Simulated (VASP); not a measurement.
EuMoN2, 4 atoms in the cell. Symmetry: P6/mmm, No. 191, hexagonal system. Conventional cell: a = 3.340 Å, b = 3.340 Å, c = 8.118 Å, α = 90.00°, β = 90.00°, γ = 120.00°. Within 2.9 Å of Eu (site symmetry 6/mmm) lie 2 N at 2.21 Å. Within 2.5 Å of Mo (site symmetry 6/mmm) lie 2 N at 1.85 Å. N (site symmetry 6mm) has 1 Mo at 1.85 Å and 1 Eu at 2.21 Å within 2.5 Å. The cell was generated, and may not be a known phase.

| Item | Value |
| --- | --- |
| Program | VASP 6.6.1 |
| Task | single point |
| Functional | PBE |
| Potentials or basis | VASP PAW PBE potentials, release 64 (Eu, Mo_sv, N) |
| Cutoff | 520 eV |
| k mesh | 6 × 6 × 4 |
| Occupations | gaussian, width 0.1 eV |
| Spin | collinear spin, ferromagnetic start |
| Starting moments | [7.0, 1.0, 0.0, 0.0] μB |
| Dipole correction | no |
| Further INCAR settings | ALGO = Normal; EDIFF = 1e-06; NBANDS = 32 |

Potentials or basis: VASP PAW PBE potentials, release 64 (Eu, Mo_sv, N).

Run with:

```bash
$ cat potpaw_PBE.64/Eu/POTCAR potpaw_PBE.64/Mo_sv/POTCAR potpaw_PBE.64/N/POTCAR > POTCAR
$ mpirun -np 1 vasp_std > vasp.out
```

Hardware: 1 thread of AMD EPYC 9R45 96-Core Processor (Zen 5), with other jobs on the host.

Problem. How long does it take, and how much memory?

Solution. Wall time 4 min on 1 thread of AMD EPYC 9R45 96-Core Processor (Zen 5), with other jobs on the host, peak memory 0.28 GiB. Counts: scf iterations 49, k points 21.
